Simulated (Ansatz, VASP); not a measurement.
TiC in VASP and in Ansatz

```
Ti C
1.0
     0.00000    2.16572    2.16572
     2.16572    0.00000    2.16572
     2.16572    2.16572    0.00000
Ti C
1 1
Direct
  0.00000 0.00000 0.00000
  0.50000 0.50000 0.50000
```

Alike in both runs: task relaxation of cell and atoms; functional RPBE; dispersion D3(BJ); k mesh 11 × 11 × 11; occupations fermi-dirac, width 0.05 eV; no spin polarisation.

|  | VASP | Ansatz |
| --- | --- | --- |
| version | VASP 6.6.1 | Ansatz 0.2.0 |
| potentials or method | VASP PAW PBE potentials, release 64 (Ti_sv, C) | Ansatz PAW |
| plane-wave cutoff (eV) | 600 | 420 |
| valence electrons in the cell | 16 | 16 |

|  | VASP | Ansatz | Ansatz less VASP |
| --- | --- | --- | --- |
| gap on the k mesh at the Fermi level, each at its own relaxed structure (eV) | none | none | - |
| relaxed volume (Å³/atom) | 8.87 | 8.88 | +0.007 |
| relaxed cell length with the largest relative difference (Å) | 2.928 | 2.928 | +0.0007 |

VASP's potentials were made for PBE, not for RPBE. A gap of «none» marks a metal or a gap that the smearing closes.

Noted on Ansatz's run: the plane-wave basis is chosen anew once the cell has moved, so the energies of steps on either side of that aren't comparable.
